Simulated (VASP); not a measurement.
ZrNbGe2, 4 atoms in the cell. The structure is tetragonal, space group I4/mmm (No. 139). The conventional cell has a = 4.933 Å, b = 4.933 Å, c = 5.857 Å, α = 90.00°, β = 90.00°, γ = 90.00°. Zr (site symmetry 4/mmm) has 8 Ge at 2.87 Å and 6 Nb at 2.93 to 3.49 Å within 3.8 Å. Within 3.8 Å of Nb (site symmetry 4/mmm) lie 8 Ge at 2.87 Å and 6 Zr at 2.93 to 3.49 Å. Ge (site symmetry -4m2) has 4 Zr at 2.87 Å and 4 Nb at 2.87 Å and 6 Ge at 2.93 to 3.49 Å within 3.8 Å. The cell was built from a structure type or drawn by symmetry, and may not be a known phase.

| Quantity | Value |
| --- | --- |
| Program | VASP 6.6.1 |
| Task | relaxation of cell and atoms |
| Functional | PBE |
| Potentials or basis | VASP PAW PBE potentials, release 64 (Zr_sv, Nb_sv, Ge_d) |
| Cutoff | 600 eV |
| k mesh | 6 × 6 × 6 |
| Occupations | gaussian, width 0.1 eV |
| Spin | no spin polarisation |
| Dipole correction | no |
| Further INCAR settings | ALGO = Normal; EDIFF = 1e-06; IBRION = 2; EDIFFG = -0.04; NSW = 90; ISIF = 3 |

Potentials or basis: VASP PAW PBE potentials, release 64 (Zr_sv, Nb_sv, Ge_d).

Launch:

```console
$ cat potpaw_PBE.64/Zr_sv/POTCAR potpaw_PBE.64/Nb_sv/POTCAR potpaw_PBE.64/Ge_d/POTCAR > POTCAR
$ mpirun -np 1 vasp_std > vasp.out
```

Hardware: 1 thread of Intel Xeon 8259CL, with other jobs on the host.

Q: How long does it take, and how much memory?

A: Wall time 3.6 min on 1 thread of Intel Xeon 8259CL, on a shared host, peak memory 0.27 GiB. Counts: scf iterations 22, k points 30, ion steps 2.
